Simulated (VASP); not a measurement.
Here is a VASP 6.6.1 calculation.

The input INCAR:

```
SYSTEM = Ti
PREC = Accurate
ENCUT = 520
EDIFF = 1E-7
ISMEAR = 0
SIGMA = 0.1
LREAL = .FALSE.
LASPH = .TRUE.
NELM = 100
ALGO = Fast
ISIF = 2
LWAVE = .FALSE.
LCHARG = .FALSE.
GGA = PE
NBANDS = 12
```

File KPOINTS:

```
Automatic mesh
0
G
  18 18 18
  0 0 0
```

Contents of POSCAR:

```
Ti
1.0
    0.0000000000      2.0558584512      2.0558584512
    2.0558584512      0.0000000000      2.0558584512
    2.0558584512      2.0558584512      0.0000000000
Ti
1
Direct
    0.0000000000      0.0000000000      0.0000000000
```

Potentials or basis: VASP PAW PBE potentials, release 64 (Ti_sv).

Command:

```console
$ cat potpaw_PBE.64/Ti_sv/POTCAR > POTCAR
$ mpirun -np 1 vasp_std > vasp.out
```

Task: Predict the band gap on the k mesh.

Result: Zero (bands 6 and 7 overlap by 1.31 eV).

Task: Estimate the pressure.

Result: -0.3 GPa.
